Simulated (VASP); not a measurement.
# Sb (R-3m) in VASP: a series of runs, part 2 of 2

VASP 6.6.1. The steps go on from the part before.

### 3 Relaxation of cell and atoms, PBE+D3(BJ), target pressure 6.4 GPa, at which the enthalpy is minimised

INCAR

```
ALGO = Normal ; EDIFF = 1E-6
EDIFFG = -0.05 ; ENCUT = 600
GGA = PE ; IBRION = 2
ISIF = 3 ; ISMEAR = 0
IVDW = 12 ; LASPH = True
LCHARG = False ; LREAL = False
LWAVE = False ; NELM = 80
NSW = 80 ; PREC = Accurate
PSTRESS = 64.0 ; SIGMA = 0.1
```

KPOINTS

```
k-points
0
Gamma
  6 6 6
```

POSCAR

```
Sb
1.0
    2.1004567231      1.2126992545      3.5140683152
   -2.1004567231      1.2126992545      3.5140683152
    0.0000000000     -2.4253985090      3.5140683152
Sb
2
Direct
    0.2399556734      0.2399556734      0.2399556734
    0.7600443266      0.7600443266      0.7600443266
```

Potentials or basis: VASP PAW PBE potentials, release 64 (Sb).

Command:

```bash
$ cat potpaw_PBE.64/Sb/POTCAR > POTCAR
$ mpirun -np 1 vasp_std > vasp.out
```

Wall time 8.7 s (1 thread of Intel Xeon 6975P-C (Granite Rapids), shared host); peak memory 0.21 GiB.

The run converged. Its results:

```yaml
Free_energy: -9.1019 eV
Pressure_after_relaxing: 6.6 GPa
Largest_force_after_relaxing: 0.041 eV/Å
Band_gap_on_the_k_mesh: zero (band 5 reaches 9.04 eV, above the bottom of band 6 at 8.37 eV)
Dispersion_energy_per_atom: -0.533 eV
```

Forces in eV/Å, atoms in the order of the input:
```
Sb   0.000  0.000  0.041
Sb   0.000  0.000 -0.041
```

Stress tensor (GPa, compression positive):
```
6.53 0.00 0.00
0.00 6.53 0.00
0.00 0.00 6.64
```

Final structure:
```xyz
2
Lattice="2.1005 1.2127 3.5141 -2.1005 1.2127 3.5141 0.0000 -2.4254 3.5141" Properties=species:S:1:pos:R:3 pbc="T T T"
Sb    0.0000    0.0000    2.5297
Sb    0.0000    0.0000    8.0125
```

Levels at points of the mesh, in eV from the Fermi level:
| k point | band 3 | band 4 | band 5 | band 6 | band 7 | band 8 |
| --- | --- | --- | --- | --- | --- | --- |
| (0.00, 0.00, 0.00) | -2.14 | -2.00 | -2.00 | 2.82 | 3.17 | 3.17 |
| (0.50, 0.00, 0.00) | -1.66 | -1.49 | -0.51 | -0.12 | 0.02 | 0.31 |
| (0.50, 0.50, 0.00) | -6.31 | -4.25 | -4.19 | 1.41 | 5.71 | 5.92 |
| (0.50, 0.50, 0.50) | -1.27 | -1.27 | -0.38 | -0.38 | -0.16 | 0.87 |

Caveat: the relaxation stopped at its first step, so nothing moved; the cell is relaxed towards a set pressure, so the enthalpy falls and the energy may rise; spin-orbit coupling is left out, which moves the levels of the heavy elements; pairwise dispersion overbinds metals, which lowers pressure and volume; the relaxation stopped at a loose force limit of 0.05 eV/Å, so its end isn't a converged minimum.

### 4 Relaxation of cell and atoms, PBE+D3(BJ), target pressure 6.4 GPa, at which the enthalpy is minimised

This run uses another cell than the first one, of 30.21 Å³/atom, 1.125 times its volume.

INCAR

```
SYSTEM = Sb
PREC = Accurate
ENCUT = 600
EDIFF = 1E-7
ISMEAR = 0
SIGMA = 0.1
LREAL = .False.
LASPH = .True.
NELM = 100
ALGO = Normal
ISIF = 3
LWAVE = .False.
LCHARG = .False.
GGA = PE
IVDW = 12
IBRION = 2
NSW = 80
EDIFFG = -0.05
PSTRESS = 64.0
```

KPOINTS

```
Automatic mesh
0
Gamma
  6 6 6
  0 0 0
```

POSCAR

```
Sb
1.0
    2.1542000000      1.2437279499      3.7580000000
   -2.1542000000      1.2437279499      3.7580000000
    0.0000000000     -2.4874558998      3.7580000000
Sb
2
Direct
    0.2334900000      0.2334900000      0.2334900000
    0.7665100000      0.7665100000      0.7665100000
```

Command:

```bash
$ cat potpaw_PBE.64/Sb/POTCAR > POTCAR
$ mpirun -np 1 vasp_std > vasp.out
```

Wall time 69 s (1 thread of Intel Xeon 6975P-C (Granite Rapids), shared host); peak memory 0.21 GiB.

The run converged. Its results:

```
Free energy                                            : -9.1054 eV
Relaxed volume                                         : 26.89 Å³/atom
Relaxed cell                                           : a = 4.282 Å, b = 4.282 Å, c = 4.282 Å, α = 58.63°, β = 58.63°, γ = 58.63°
Space group after relaxing (to 0.05 Å)                 : R-3m (No. 166)
Energy change on relaxing (the enthalpy is what falls) : +54.4 meV/atom
Ionic steps                                            : 9
Pressure after relaxing                                : 6.4 GPa
Band gap on the k mesh                                 : zero (band 5 reaches 9.02 eV, above the bottom of band 6 at 8.37 eV)
Dispersion energy per atom                             : -0.532 eV
```

Forces in eV/Å, atoms in the order of the input:
```
Sb   0.000  0.000 -0.003
Sb   0.000  0.000  0.003
```

Stress tensor (GPa, compression positive):
```
6.44 0.00 0.00
0.00 6.44 0.00
0.00 0.00 6.21
```

Step by step:
| step | energy change (eV) | largest force (eV/Å) | pressure (GPa) | volume (Å³) |
| --- | --- | --- | --- | --- |
| 1 | 0.0000 | 0.1098 | 0.23 | 60.41 |
| 2 | 0.3788 | 1.1777 | 14.97 | 50.81 |
| 3 | 0.0965 | 0.6337 | 6.42 | 55.24 |
| 4 | 0.0965 | 0.3452 | 6.56 | 54.50 |
| 5 | 0.1171 | 0.0924 | 6.92 | 53.63 |
| 6 | 0.1256 | 0.0326 | 7.07 | 53.40 |
| 7 | 0.0866 | 0.0637 | 5.33 | 54.40 |
| 8 | 0.1083 | 0.0083 | 6.34 | 53.81 |
| 9 | 0.1088 | 0.0030 | 6.37 | 53.79 |

Final structure:
```xyz
2
Lattice="2.0967 1.2105 3.5320 -2.0967 1.2105 3.5320 0.0000 -2.4211 3.5320" Properties=species:S:1:pos:R:3 pbc="T T T"
Sb    0.0000    0.0000    2.5461
Sb    0.0000    0.0000    8.0499
```

Levels at points of the mesh, in eV from the Fermi level:
```csv
k point,band 2,band 3,band 4,band 5,band 6,band 7,band 8,band 9
"(0.00, 0.00, 0.00)",-4.05,-2.20,-1.97,-1.97,2.84,3.16,3.16,4.73
"(0.50, 0.00, 0.00)",-10.26,-1.63,-1.52,-0.55,-0.14,0.02,0.27,8.34
"(0.50, 0.50, 0.00)",-7.81,-6.31,-4.28,-4.15,1.43,5.68,5.90,8.19
"(0.50, 0.50, 0.50)",-9.89,-1.22,-1.22,-0.36,-0.36,-0.09,0.90,8.00
```

Caveat: the cell is relaxed towards a set pressure, so the enthalpy falls and the energy may rise; spin-orbit coupling is left out, which moves the levels of the heavy elements; pairwise dispersion overbinds metals, which lowers pressure and volume; the relaxation stopped at a loose force limit of 0.05 eV/Å, so its end isn't a converged minimum.

### 5 Single point, PBE+D3(BJ)

This run uses another cell than the first one, of 30.21 Å³/atom, 1.125 times its volume.

INCAR

```
SYSTEM = Sb
ALGO = Normal ; EDIFF = 1E-6
ENCUT = 520 ; GGA = PE
ISIF = 2 ; ISMEAR = 0
IVDW = 12 ; LASPH = .True.
LCHARG = .False. ; LREAL = .False.
LWAVE = .False. ; NBANDS = 12
NELM = 100 ; PREC = Accurate
SIGMA = 0.1
```

KPOINTS

```
k-points
0
Gamma
  6 6 6
  0 0 0
```

POSCAR is that of step 4.

Command:

```bash
$ cat potpaw_PBE.64/Sb/POTCAR > POTCAR
$ mpirun -np 1 vasp_std > vasp.out
```

Run time: 30 s. Hardware: 1 thread of AMD EPYC 7R43 (Zen 3), shared host; peak memory 0.17 GiB.

It converged, with:

```yaml
Free_energy: -9.2141 eV
Pressure: 0.2 GPa
Largest_force: 0.110 eV/Å
Band_gap_on_the_k_mesh: zero (band 5 reaches 7.35 eV, above the bottom of band 6 at 7.08 eV)
Dispersion_energy_per_atom: -0.473 eV
```

Forces in eV/Å, atoms in the order of the input:
```
Sb   0.000  0.000  0.110
Sb   0.000  0.000 -0.110
```

Stress tensor (GPa, compression positive):
```
 0.36  0.00  0.00
 0.00  0.36  0.00
 0.00  0.00 -0.03
```

Levels at points of the mesh, in eV from the Fermi level:
```tsv
k point	band 1	band 2	band 3	band 4	band 5	band 6	band 7	band 8	band 9	band 10
(0.00, 0.00, 0.00)	-12.78	-4.85	-2.12	-1.85	-1.85	2.01	2.64	2.64	5.03	5.03
(0.50, 0.00, 0.00)	-10.42	-9.69	-2.00	-1.88	-0.34	-0.26	0.14	0.45	7.51	8.15
(0.50, 0.50, 0.00)	-10.41	-8.05	-5.49	-3.81	-3.72	1.47	4.89	5.47	6.89	8.64
(0.50, 0.50, 0.50)	-11.24	-9.03	-1.37	-1.37	-0.53	0.08	0.08	1.07	6.94	8.59
```

Caveat: spin-orbit coupling is left out, which moves the levels of the heavy elements; pairwise dispersion overbinds metals, which lowers pressure and volume.

### 6 Single point, PBE+D3(BJ)

This run uses another cell than the first one, of 29.78 Å³/atom, 1.109 times its volume.

INCAR

```
PREC = Accurate ; ENCUT = 520
EDIFF = 1E-7 ; ISMEAR = 0
SIGMA = 0.1 ; LREAL = False
LASPH = True ; NELM = 100
ALGO = Normal ; ISIF = 2
LWAVE = False ; LCHARG = False
GGA = PE ; IVDW = 12
NBANDS = 12
```

KPOINTS

```
Automatic mesh
0
Gamma
  12 12 12
```

POSCAR

```
Sb
1.0
    2.1616083284      1.2480051503      3.6796745321
   -2.1616083284      1.2480051503      3.6796745321
    0.0000000000     -2.4960103005      3.6796745321
Sb
2
Direct
    0.2361487230      0.2361487230      0.2361487230
    0.7638512770      0.7638512770      0.7638512770
```

Potentials or basis: VASP PAW PBE potentials, release 64 (Sb).

Command:

```bash
$ cat potpaw_PBE.64/Sb/POTCAR > POTCAR
$ mpirun -np 1 vasp_std > vasp.out
```

Wall time 2.7 min (1 thread of AMD EPYC 7R43 (Zen 3), shared host); peak memory 0.25 GiB.

Results (log left out):

* Free energy: -9.2048 eV
* Pressure: 0.1 GPa
* Largest force: 0.043 eV/Å
* Band gap on the k mesh: zero (band 5 reaches 7.50 eV, above the bottom of band 6 at 7.26 eV)
* Dispersion energy per atom: -0.480 eV

Forces in eV/Å, atoms in the order of the input:
```
Sb   0.000  0.000  0.043
Sb   0.000  0.000 -0.043
```

Levels at points of the mesh, in eV from the Fermi level:
| k point | band 2 | band 3 | band 4 | band 5 | band 6 | band 7 | band 8 | band 9 |
| --- | --- | --- | --- | --- | --- | --- | --- | --- |
| (0.00, 0.00, 0.00) | -4.65 | -1.93 | -1.79 | -1.79 | 2.38 | 2.87 | 2.87 | 4.98 |
| (0.50, 0.00, 0.00) | -9.67 | -1.72 | -1.54 | -0.27 | -0.12 | 0.28 | 0.33 | 7.92 |
| (0.50, 0.50, 0.00) | -7.84 | -5.53 | -3.73 | -3.69 | 1.66 | 5.11 | 5.52 | 7.18 |
| (0.50, 0.50, 0.50) | -9.10 | -1.22 | -1.22 | -0.41 | -0.01 | -0.01 | 0.99 | 7.37 |

Caveat: spin-orbit coupling is left out, which moves the levels of the heavy elements; pairwise dispersion overbinds metals, which lowers pressure and volume.

### 7 Summary

| task | cell | k mesh | cutoff (eV) | gap on the mesh (eV) | pressure (GPa) | largest force (eV/Å) |
| --- | --- | --- | --- | --- | --- | --- |
| single point | a = 4.270 Å, angles 58.9°, 2 atoms | 6 × 6 × 6 | 520 | none | 6.6 | 0.04 |
| relaxation of cell and atoms | relaxed to 6.4 GPa from a = 4.270 Å, angles 58.9°, 2 atoms | 6 × 6 × 6 | 600 | none | 6.6 | 0.04 |
| relaxation of cell and atoms | relaxed to 6.4 GPa from a = 4.507 Å, angles 57.1°, 2 atoms | 6 × 6 × 6 | 600 | none | 6.4 | - |
| single point | a = 4.507 Å, angles 57.1°, 2 atoms | 6 × 6 × 6 | 520 | none | 0.2 | 0.11 |
| single point | a = 4.446 Å, angles 58.2°, 2 atoms | 12 × 12 × 12 | 520 | none | 0.1 | 0.04 |

Alike in all rows: level PBE+D3(BJ); potentials or basis VASP PAW PBE potentials, release 64 (Sb); no spin polarisation; smearing gaussian 0.1 eV.

Caveats: spin-orbit coupling is left out, which moves the levels of the heavy elements; pairwise dispersion overbinds metals, which lowers pressure and volume; the cell is relaxed towards a set pressure, so the enthalpy falls and the energy may rise (some runs); the relaxation stopped at a loose force limit of 0.05 eV/Å, so its end isn't a converged minimum (some runs); the relaxation stopped at its first step, so nothing moved (some runs).

Total energies depend on the potentials used, so only differences within one code and one set of settings carry meaning.
